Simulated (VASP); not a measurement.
## Ba: single point with LDA

Ba:

```
Ba
1.0
     0.02829    3.23267    3.23267
     3.26095    0.00000    3.26095
     3.23267    3.23267    0.02829
Ba
1
Cartesian
  0.0000 0.0000 0.0000
```

This cell differs from its parent crystal: strain +0.0175 x Voigt [0, 0, 0, 0, 1, 0].

| Property | Result |
| --- | --- |
| Program | VASP 6.6.1 |
| Task | single point |
| Functional | LDA |
| Potentials or basis | VASP PAW LDA potentials, release 64 (Ba_sv) |
| Cutoff | 520 eV |
| k mesh | 14 × 14 × 14 |
| Occupations | gaussian, width 0.15 eV |
| Spin | no spin polarisation |
| Dipole correction | no |
| Further INCAR settings | ALGO = Fast; EDIFF = 1e-07; NBANDS = 11 |

```yaml
Pressure: -1.6 GPa
Band_gap_on_the_k_mesh: zero (bands 5 and 6 overlap by 0.25 eV)
```

Stress tensor (GPa, compression positive):
```
-1.57  0.00 -0.14
 0.00 -1.57  0.00
-0.14  0.00 -1.57
```

Levels at points of the mesh, in eV from the Fermi level:
```tsv
k point	band 2	band 3	band 4	band 5	band 6	band 7	band 8	band 9
(0.00, 0.00, 0.00)	-13.97	-13.97	-13.96	-2.76	1.56	1.63	1.70	3.07
(0.50, 0.00, 0.00)	-14.35	-14.02	-14.02	-0.96	0.97	1.44	1.54	4.14
(0.00, 0.50, 0.00)	-14.34	-14.02	-14.01	-0.98	0.90	1.47	1.57	4.11
(0.50, 0.50, 0.00)	-14.32	-14.10	-14.10	-0.75	-0.15	1.85	4.17	4.50
(0.50, 0.00, 0.50)	-14.32	-14.11	-14.10	-0.75	-0.15	1.85	4.18	4.50
```

Run time: 3.3 min on 1 thread of Oxide Virtual Turin-like Processor, with other jobs on the host, peak memory 0.39 GiB.

Caveat: the cell differs from its parent crystal (strain +0.0175 x Voigt [0, 0, 0, 0, 1, 0]); spin-orbit coupling is left out, which moves the levels of the heavy elements.
